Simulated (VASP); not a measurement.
Write the native input for VASP 6.6.1 that does the following.

```
Task                   : single point
Functional             : LDA
Potentials or basis    : VASP PAW LDA potentials, release 64 (In_d, Cu)
Cutoff                 : 520 eV
k mesh                 : 10 × 10 × 10
Occupations            : gaussian, width 0.15 eV
Spin                   : no spin polarisation
Dipole correction      : no
Further INCAR settings : ALGO = Fast; EDIFF = 1e-06; NBANDS = 33
```

The structure of In3Cu lies in POSCAR:

```
In3Cu
1.0
    4.4067389847      0.0000000000      0.0000000000
    0.0000000000      4.4067389847      0.0000000000
    0.0000000000      0.0000000000      4.4067389847
In Cu
3 1
Direct
    0.0000000000      0.5000000000      0.5000000000
    0.5000000000      0.0000000000      0.5000000000
    0.5000000000      0.5000000000      0.0000000000
    0.0000000000      0.0000000000      0.0000000000
```

These files were run (other wordings do the same):

INCAR

```
PREC = Accurate
ENCUT = 520
EDIFF = 1E-6
ISMEAR = 0
SIGMA = 0.15
LREAL = False
LASPH = True
NELM = 100
ALGO = Fast
ISIF = 2
LWAVE = False
LCHARG = True
LELF = True
LVHAR = True
NBANDS = 33
```

KPOINTS

```
regular mesh
0
Gamma
  10 10 10
```

Potentials or basis: VASP PAW LDA potentials, release 64 (In_d, Cu).

The run is started by

```bash
$ cat potpaw_LDA.64/In_d/POTCAR potpaw_LDA.64/Cu/POTCAR > POTCAR
$ mpirun -np 1 vasp_std > vasp.out
```

It gave:

* Pressure: -2.8 GPa
* Band gap on the k mesh: zero (band 25 reaches 10.27 eV, above the bottom of band 26 at 5.92 eV)

Caveat: spin-orbit coupling is left out, which moves the levels of the heavy elements.

Wall time 83 s on 1 thread of Intel(R) Xeon(R) 6975P-C (Granite Rapids), with other jobs on the host, peak memory 0.26 GiB.
